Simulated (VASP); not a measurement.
Set up this calculation in VASP 6.6.1, as the native input.

* Task: single point
* Functional: PBE
* Dispersion: D3(BJ)
* Potentials or basis: VASP PAW PBE potentials, release 64 (Ti_sv)
* Cutoff: 520 eV
* k mesh: 11 × 11 × 11
* Occupations: methfessel-paxton, width 0.05 eV
* Spin: no spin polarisation
* Hubbard terms: Ti d U = 6.2 eV
* Dipole correction: no
* Further INCAR settings: ALGO = Normal; EDIFF = 1e-07; NBANDS = 12

The structure of Ti lies in POSCAR:

```
Ti
1.0
    0.0000000000      2.0434441004      2.0434441004
    2.0434441004      0.0000000000      2.0434441004
    2.0434441004      2.0434441004      0.0000000000
Ti
1
Direct
    0.0000000000      0.0000000000      0.0000000000
```

This cell differs from its parent crystal: volume scaled by 1.02.

One way to write it, as run:

INCAR

```
SYSTEM = Ti
PREC     = Accurate       ! precision mode
ENCUT    = 520            ! plane-wave cutoff, eV
EDIFF    = 1E-7           ! SCF threshold, eV
ISMEAR   = 1              ! smearing method
SIGMA    = 0.05           ! smearing width, eV
LREAL    = .FALSE.        ! projectors in reciprocal space
LASPH    = .TRUE.         ! aspherical terms in the spheres
NELM     = 150            ! most SCF steps
ALGO     = Normal         ! electronic algorithm
ISIF     = 2              ! what is computed and relaxed
LWAVE    = .FALSE.        ! write WAVECAR
LCHARG   = .FALSE.        ! write CHGCAR
LMAXMIX  = 4              ! l up to which the mixer works
LDAU     = .TRUE.         ! DFT+U
LDAUTYPE = 2            
LDAUL    = 2              ! shell
LDAUU    = 6.2            ! U, eV
LDAUJ    = 0            
LDAUPRINT= 1            
GGA      = PE             ! functional
IVDW     = 12             ! dispersion correction
NBANDS   = 12             ! bands
```

KPOINTS

```
Automatic mesh
0
G
  11 11 11
  0 0 0
```

Potentials or basis: VASP PAW PBE potentials, release 64 (Ti_sv).

Command:

```console
$ cat potpaw_PBE.64/Ti_sv/POTCAR > POTCAR
$ mpirun -np 1 vasp_std > vasp.out
```

Results of the run:

| Property | Result |
| --- | --- |
| Pressure | 13.0 GPa |
| Band gap on the k mesh | zero (band 6 reaches 10.24 eV, above the bottom of band 7 at 8.88 eV) |
| Dispersion energy per atom | -0.613 eV |

Caveat: U without spin polarisation on a metal has little footing; pairwise dispersion overbinds metals, which lowers pressure and volume; the U is typed as a test and isn't derived for this compound.

It took 10 s on 1 thread of Intel(R) Xeon(R) Platinum 8488C (Sapphire Rapids), on a shared host, peak memory 0.15 GiB.
